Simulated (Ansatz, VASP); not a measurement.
Two plane-wave programs on H20CO12

```xyz
33
Lattice="7.1531 0.0000 0.0000 0.0000 7.1531 0.0000 0.0000 0.0000 7.1531" Properties=species:S:1:pos:R:3 pbc="T T T"
O     1.7800    2.2996    1.6404
O     2.6825    3.1276    5.0436
O     0.4966    4.7211    4.7583
O     4.9553    7.2691    4.2962
O     6.2943    4.5503    2.3846
O     5.8122    2.3304    0.7655
O     3.6874    3.7696    0.3772
O     1.4570    0.3246    4.9886
O     2.7736    7.2061    2.6011
O     6.4804    2.0757    5.2876
O     7.5648    6.7675    0.7437
O     5.3794    6.3016    0.0584
H     2.4287    2.9396    1.2472
H     1.2288    2.0058    0.8921
H     2.4331    2.1789    5.0822
H     3.0898    3.3200    5.9271
H     0.7723    5.6588    4.9087
H     1.3285    4.1756    4.8535
H     4.1882    7.2282    3.6711
H     4.6517    6.8378    5.1144
H     5.3886    4.7064    2.7128
H     6.8557    4.6365    3.2089
H     6.3012    2.9944    1.3119
H     6.1732    2.3372   -0.1592
H     4.0203    4.6832    0.3602
H     4.5126    3.1956    0.5546
H     0.6798    0.9342    4.9473
H     1.7989    0.2357    4.0643
H     2.4798    8.0761    2.1812
H     2.3803    6.5145    2.0431
H     6.5542    2.9602    4.8783
H     5.7764    1.5527    4.8111
C     6.4702    6.5198    0.4308
```

Alike in both runs: functional PBE; dispersion D3(BJ); k mesh 1 × 1 × 1; occupations fermi-dirac, width 0.05 eV; no spin polarisation.

Ansatz relaxed the structure, and its values are those at the end. VASP's run is a single point on that final structure, the one shown.

|  | VASP | Ansatz |
| --- | --- | --- |
| version | VASP 6.6.1 | Ansatz 0.2.0 |
| potentials or method | VASP PAW PBE potentials, release 64 (O_h, H_h, C_h), cutoff 1000 eV | scalar-relativistic, plane waves, PAW |
| valence electrons in the cell | 96 | 96 |

Ansatz gave:

| Property | Result |
| --- | --- |
| gap on the k mesh at the Fermi level (eV) | 4.83 |
| rms of the force components (eV/Å) | 0.066 |

Question: What did VASP give for the same quantities?

Answer: gap on the k mesh at the Fermi level (eV): 4.83; rms of the force components (eV/Å): 0.067.
